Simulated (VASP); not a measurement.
# AgBr (Fm-3m) in VASP: notebook

Runs on AgBr. Level: PBE. Tasks: single point, relaxation of cell and atoms.

Everything below comes from runs of VASP 6.6.1. Logs are shortened: lines on timing, memory, paths and dates and some standing lists are left out, and cuts for length are marked.

### Step 1. The cell of the first run

The structure is cubic, space group Fm-3m (No. 225). Conventional cell: a = 5.842 Å, b = 5.842 Å, c = 5.842 Å, α = 90.00°, β = 90.00°, γ = 90.00°. Ag (site symmetry m-3m) has 6 Br at 2.92 Å within 3.8 Å. Within 3.8 Å of Br (site symmetry m-3m) lie 6 Ag at 2.92 Å.

### Step 2. Single point, PBE

INCAR

```
ALGO = Normal
EDIFF = 1E-6
ENCUT = 520
GGA = PE
ISIF = 2
ISMEAR = 0
LASPH = True
LCHARG = True
LELF = True
LREAL = False
LVHAR = True
LWAVE = False
NBANDS = 16
NELM = 60
PREC = Accurate
SIGMA = 0.02
```

KPOINTS

```
k-points
0
Gamma
  8 8 8
```

POSCAR

```
AgBr
1.0
    0.0000000000     -2.9209757010     -2.9209757010
    2.9209757010      0.0000000000     -2.9209757010
    2.9209757010     -2.9209757010      0.0000000000
Ag Br
1 1
Direct
    0.0000000000      0.0000000000      0.0000000000
    0.5000000000      0.5000000000      0.5000000000
```

Potentials or basis: VASP PAW PBE potentials, release 64 (Ag, Br).

On the command line:

```bash
$ cat potpaw_PBE.64/Ag/POTCAR potpaw_PBE.64/Br/POTCAR > POTCAR
$ mpirun -np 1 vasp_std > vasp.out
```

OUTCAR:

```text
EDIFF = 1E-6
   ENCUT = 520
   GGA = PE
   ISIF = 2
   ISMEAR = 0
   LASPH = True
   LREAL = False
   NELM = 60
   PREC = Accurate

 ion  position               nearest neighbor table
   1  0.000  0.000  0.000-   2 2.92   2 2.92   2 2.92   2 2.92   2 2.92   2 2.92
   2  0.500  0.500  0.500-   1 2.92   1 2.92   1 2.92   1 2.92   1 2.92   1 2.92

  LATTYP: Found a face centered cubic cell.
 ALAT       =     5.8419514020

  Lattice vectors:

 A1 = (   0.0000000000,  -2.9209757010,  -2.9209757010)
 A2 = (   2.9209757010,   0.0000000000,  -2.9209757010)
 A3 = (   2.9209757010,  -2.9209757010,   0.0000000000)

Analysis of symmetry for initial positions (statically):
=====================================================================
 Subroutine PRICEL returns:
 Original cell was already a primitive cell.

 Routine SETGRP: Setting up the symmetry group for a
 face centered cubic supercell.

 Subroutine GETGRP returns: Found 48 space group operations
 (whereof 48 operations were pure point group operations)
 out of a pool of 48 trial point group operations.

The static configuration has the point symmetry O_h .

Analysis of symmetry for dynamics (positions and initial velocities):
=====================================================================
 Subroutine PRICEL returns:
 Original cell was already a primitive cell.

 Routine SETGRP: Setting up the symmetry group for a
 face centered cubic supercell.

 Subroutine GETGRP returns: Found 48 space group operations
 (whereof 48 operations were pure point group operations)
 out of a pool of 48 trial point group operations.

The dynamic configuration has the point symmetry O_h .

 Subroutine INISYM returns: Found 48 space group operations
 (whereof 48 operations are pure point group operations),
 and found     1 'primitive' translations

----------------------------------------------------------------------------------------

                                     Primitive cell

  volume of cell :      49.8441

  direct lattice vectors                    reciprocal lattice vectors
     0.000000000 -2.920975701 -2.920975701    -0.171175679 -0.171175679 -0.171175679
     2.920975701  0.000000000 -2.920975701     0.171175679  0.171175679 -0.171175679
     2.920975701 -2.920975701  0.000000000     0.171175679 -0.171175679  0.171175679

  length of vectors
     4.130883452  4.130883452  4.130883452     0.296484974  0.296484974  0.296484974

  position of ions in fractional coordinates (direct lattice)
     0.000000000  0.000000000  0.000000000
     0.500000000  0.500000000  0.500000000

  ion indices of the primitive-cell ions
   primitive index   ion index
                 1           1
                 2           2

----------------------------------------------------------------------------------------

 KPOINTS: k-points

Automatic generation of k-mesh.
 Grid dimensions read from file:
 generate k-points for:    8    8    8

 Generating k-lattice:

  Cartesian coordinates                     Fractional coordinates (reciprocal lattice)
    -0.021396960 -0.021396960 -0.021396960     0.125000000  0.000000000  0.000000000
     0.021396960  0.021396960 -0.021396960     0.000000000  0.125000000  0.000000000
     0.021396960 -0.021396960  0.021396960     0.000000000  0.000000000  0.125000000

  Length of vectors
     0.037060622  0.037060622  0.037060622

  Shift w.r.t. Gamma in fractional coordinates (k-lattice)
     0.000000000  0.000000000  0.000000000

 Subroutine IBZKPT returns following result:
 ===========================================

 Found     29 irreducible k-points:

 Following reciprocal coordinates:
            Coordinates               Weight
  0.000000  0.000000  0.000000      1.000000
  0.125000  0.000000  0.000000      8.000000
  0.250000  0.000000  0.000000      8.000000
  0.375000  0.000000  0.000000      8.000000
  0.500000  0.000000  0.000000      4.000000
  0.125000  0.125000  0.000000      6.000000
[... 16 lines left out ...]
  0.500000  0.250000  0.125000     48.000000
 -0.375000  0.250000  0.125000     24.000000
 [... further k-points ...]
   k-points           NKPTS =     29   k-points in BZ     NKDIM =     29   number of bands    NBANDS=     16
   number of dos      NEDOS =    301   number of ions     NIONS =      2
   total plane-waves  NPLWV =  32768
   dimension x,y,z NGX =    32 NGY =   32 NGZ =   32
   dimension x,y,z NGXF=    64 NGYF=   64 NGZF=   64
   ions per type =               1   1
   NGX,Y,Z   is equivalent  to a cutoff of  12.88, 12.88, 12.88 a.u.
   NGXF,Y,Z  is equivalent  to a cutoff of  25.76, 25.76, 25.76 a.u.
 SYSTEM =  unknown system
   PREC   = accura    normal or accurate (medium, high low for compatibility)
   ISTART =      0    job   : 0-new  1-cont  2-samecut
   ICHARG =      2    charge: 1-file 2-atom 10-const
   ISPIN  =      1    spin polarized calculation?
   LNONCOLLINEAR =      F non collinear calculations
   LSORBIT =      F    spin-orbit coupling
   LASPH  =      T    aspherical Exc in radial PAW
   ENCUT  =  520.0 eV  38.22 Ry    6.18 a.u.   7.68  7.68  7.68*2*pi/ulx,y,z
   NELM   =     60;   NELMIN=  2; NELMDL= -5     # of ELM steps
   EDIFF  = 0.1E-05   stopping-criterion for ELM
   LREAL  =      F    real-space projection
   EDIFFG = 0.1E-04   stopping-criterion for IOM
   NSW    =      0    number of steps for IOM
   IBRION =     -1    ionic relax: 0-MD 1-quasi-New 2-CG
   NFREE  =      0    steps in history (QN), initial steepest desc. (CG)
   ISIF   =      2    stress and relaxation
   ISYM   =      2    0-nonsym 1-usesym 2-fastsym
   POTIM  = 0.5000    time-step for ionic-motion
   TEBEG  =    0.0;   TEEND  =   0.0 temperature during run
   PSTRESS=    0.0 pullay stress
   NELECT =      18.0000    total number of electrons
   NUPDOWN=      -1.0000    fix difference up-down
   EMIN   =  10.00;   EMAX   =-10.00  energy-range for DOS
   EFERMI =   0.00;   METHOD = LEGACY
   ISMEAR =     0;   SIGMA  =   0.02  broadening in eV -4-tet -1-fermi 0-gaus
   EFERMI_NEDOS =   21; number of points for ismear=-14 and -15
   IALGO  =     38    algorithm
   IMIX   =      4    mixing-type and parameters
     AMIX     =   0.40;   BMIX     =  1.00
     AMIX_MAG =   1.60;   BMIX_MAG =  1.00
  volume/ion in A,a.u.               =      24.92       168.18
  Fermi-wavevector in a.u.,A,eV,Ry     =   1.165810  2.203061 18.491850  1.359113
  Thomas-Fermi vector in A             =   2.302331
   LORBIT       =      0    0 simple, 1 ext, 2 COOP (PROOUT), +10 PAW based schemes
   GGA     = PE    functional components
   LHFCALC =     F    Hartree Fock is set to
   AEXX    =    0.0000 exact exchange contribution
   IVDW    =     0    specifies the selected vdW correction
   LEPSILON=     F    determine dielectric tensor
   LRPA    =     F    only Hartree local field effects (RPA)
 non-spin polarized calculation
 Gauss-broadening in eV      SIGMA  =   0.02
  energy-cutoff  :      520.00
  volume of cell :       49.84
 maximum number of plane-waves:      1363
   NGX = 15   NGY = 15   NGZ = 15

 number of electron      17.9999999 magnetization

 Free energy of the ion-electron system (eV)
  ---------------------------------------------------
  ext. energy  EPLUGINS =         0.00000000
  ---------------------------------------------------
  free energy    TOTEN  =        -5.00020462 eV

  energy without entropy =       -5.00020462  energy(sigma->0) =       -5.00020462

 E-fermi :   3.1119     XC(G=0):  -9.5938

 val. band max:        2.9915970885   @ k =   0.5000   0.0000   0.0000
 cond. band min:       3.6790978771   @ k =   0.0000   0.0000   0.0000
 fundamental gap:      0.6875007886
 Fermi energy:         3.1119472428

 k-point     1 :       0.0000    0.0000    0.0000
  band No.  band energies     occupation
      1     -11.7599      2.00000
      2       0.4069      2.00000
      3       0.4069      2.00000
      4       0.4074      2.00000
      5       0.4074      2.00000
      6       0.4074      2.00000
[... 8 lines left out ...]
     15      14.5619      0.00000
     16      14.5619      0.00000

 k-point     2 :       0.1250    0.0000    0.0000
  band No.  band energies     occupation
      1     -11.7077      2.00000
      2       0.0466      2.00000
      3       0.0466      2.00000
      4       0.0979      2.00000
      5       0.4450      2.00000
      6       0.4450      2.00000
[... 8 lines left out ...]
     15      13.8444      0.00000
     16      14.2208      0.00000

 k-point     3 :       0.2500    0.0000    0.0000
  band No.  band energies     occupation
      1     -11.5769      2.00000
      2      -0.8237      2.00000
      3      -0.4277      2.00000
      4      -0.4277      2.00000
      5       0.5380      2.00000
      6       0.5380      2.00000
[... 8 lines left out ...]
     15      14.3149      0.00000
     16      14.3149      0.00000

 k-point     4 :       0.3750    0.0000    0.0000
  band No.  band energies     occupation
      1     -11.4384      2.00000
      2      -1.5759      2.00000
      3      -0.7474      2.00000
      4      -0.7474      2.00000
      5       0.6341      2.00000
      6       0.6341      2.00000
[... 8 lines left out ...]
     15      15.3571      0.00000
     16      15.3571      0.00000
[... 324 lines left out ...]
 k-point    22 :       0.3750    0.2500    0.1250
  band No.  band energies     occupation
      1     -11.4943      2.00000
      2      -1.1992      2.00000
      3      -0.4815      2.00000
      4      -0.1169      2.00000
      5       0.4961      2.00000
      6       0.6153      2.00000
[... 8 lines left out ...]
     15      16.3150      0.00000
     16      16.8172      0.00000

 k-point    23 :       0.5000    0.2500    0.1250
  band No.  band energies     occupation
      1     -11.3934      2.00000
      2      -1.3915      2.00000
      3      -0.7447      2.00000
      4      -0.4747      2.00000
      5       0.5759      2.00000
      6       0.6790      2.00000
[... 8 lines left out ...]
     15      16.6053      0.00000
     16      16.8401      0.00000

 k-point    24 :      -0.3750    0.2500    0.1250
  band No.  band energies     occupation
      1     -11.3505      2.00000
      2      -1.4491      2.00000
      3      -0.7617      2.00000
      4      -0.7443      2.00000
      5       0.6313      2.00000
      6       0.6821      2.00000
[... 8 lines left out ...]
     15      15.4265      0.00000
     16      17.1527      0.00000

 [... further k-points ...]
[... 5 lines left out ...]
  --------------------------------------------------------------------------------------
  -------------------------------------------------------------------------------------
  Total       -0.0204854     -0.0204854     -0.0204854     -0.0000000      0.0000000      0.0000000
  in kB       -0.6584789     -0.6584789     -0.6584789     -0.0000000      0.0000000      0.0000000
  external PRESSURE =      -0.6584789 kB  Pullay stress =       0.0000000 kB

 VOLUME and BASIS-vectors are now :
 -----------------------------------------------------------------------------
  energy-cutoff  :      520.00
  volume of cell :       49.84
      direct lattice vectors                 reciprocal lattice vectors
     0.000000000 -2.920975701 -2.920975701    -0.171175679 -0.171175679 -0.171175679
     2.920975701  0.000000000 -2.920975701     0.171175679  0.171175679 -0.171175679
     2.920975701 -2.920975701  0.000000000     0.171175679 -0.171175679  0.171175679

 POSITION                                       TOTAL-FORCE (eV/Angst)
 -----------------------------------------------------------------------------------
      0.00000      0.00000      0.00000         0.000000      0.000000     -0.000000
      2.92098     -2.92098     -2.92098        -0.000000      0.000000      0.000000
 -----------------------------------------------------------------------------------
    total drift:                                0.000000      0.000000      0.000000

  FREE ENERGIE OF THE ION-ELECTRON SYSTEM (eV)
  ---------------------------------------------------
  free  energy   TOTEN  =        -5.0002046236 eV

  energy  without entropy=       -5.0002046236  energy(sigma->0) =       -5.00020462
```

Run time: 9 s. Hardware: 1 thread of Intel Xeon 6975P-C (Granite Rapids), shared host; peak memory 0.18 GiB.

Results:

| Item | Value |
| --- | --- |
| Free energy | -5.0002 eV |
| Pressure | -0.1 GPa |
| Band gap on the k mesh | 0.69 eV, indirect (least direct gap 2.44 eV) |

### Step 3. Relaxation of cell and atoms, PBE

This run uses another cell than the first one, of 24.04 Å³/atom, 0.965 times its volume.

INCAR

```
PREC     = Accurate       # precision mode
ENCUT    = 600            # plane-wave cutoff, eV
EDIFF    = 1E-6           # SCF threshold, eV
ISMEAR   = 0              # smearing method
SIGMA    = 0.02           # smearing width, eV
LREAL    = False          # projectors in reciprocal space
LASPH    = True           # aspherical terms in the spheres
NELM     = 100            # most SCF steps
ALGO     = Normal         # electronic algorithm
ISIF     = 3              # what is computed and relaxed
LWAVE    = False          # write WAVECAR
LCHARG   = False          # write CHGCAR
GGA      = PE             # functional
IBRION   = 2              # ionic algorithm
NSW      = 100            # ionic steps
EDIFFG   = -0.005         # ionic threshold
```

KPOINTS

```
regular mesh
0
Gamma
  8 8 8
```

POSCAR

```
AgBr
1.0
    0.0000000000     -2.8860500000     -2.8860500000
    2.8860500000      0.0000000000     -2.8860500000
    2.8860500000     -2.8860500000      0.0000000000
Ag Br
1 1
Direct
    0.0000000000      0.0000000000      0.0000000000
    0.5000000000      0.5000000000      0.5000000000
```

Potentials or basis: VASP PAW PBE potentials, release 64 (Ag, Br).

On the command line:

```bash
$ cat potpaw_PBE.64/Ag/POTCAR potpaw_PBE.64/Br/POTCAR > POTCAR
$ mpirun -np 1 vasp_std > vasp.out
```

It took 24 s on 1 thread of Intel Xeon 6975P-C (Granite Rapids), shared host; peak memory 0.21 GiB.

Results (log left out):

* Free energy: -4.9996 eV
* Relaxed volume: 24.87 Å³/atom
* Relaxed cell: a = 4.128 Å, b = 4.128 Å, c = 4.128 Å, α = 60.00°, β = 60.00°, γ = 60.00°
* Space group after relaxing (to 0.05 Å): Fm-3m (No. 225)
* Energy gained by relaxing: 3.6 meV/atom
* Ionic steps: 3
* Pressure after relaxing: 0.0 GPa
* Band gap on the k mesh: 0.69 eV, indirect (least direct gap 2.44 eV)

The path:
```csv
step,energy change (eV),largest force (eV/Å),pressure (GPa),volume (Å³)
1,0.0000,0.0000,1.46,48.08
2,-0.0073,0.0000,0.09,49.62
3,-0.0073,0.0000,-0.01,49.74
```

Final structure:
```
Ag Br
1.0
     0.00000   -2.91900   -2.91900
     2.91900    0.00000   -2.91900
     2.91900   -2.91900    0.00000
Ag Br
1 1
Cartesian
  0.0000 0.0000 0.0000
  2.9190 -2.9190 -2.9190
```

Levels at points of the mesh, in eV from the valence-band top:
```tsv
k point	band 6	band 7	band 8	band 9	band 10	band 11	band 12	band 13
(0.00, 0.00, 0.00)	-2.59	-1.75	-1.75	-1.75	0.69	9.93	9.93	9.93
(0.50, 0.00, 0.00)	-2.32	-2.00	0.00	0.00	3.87	6.30	6.86	6.86
(0.50, 0.50, 0.00)	-2.45	-2.23	-2.23	-2.16	1.70	7.15	8.86	10.80
```

A k mesh can miss the band edges. PBE usually gives volumes a little too large and moduli too small.
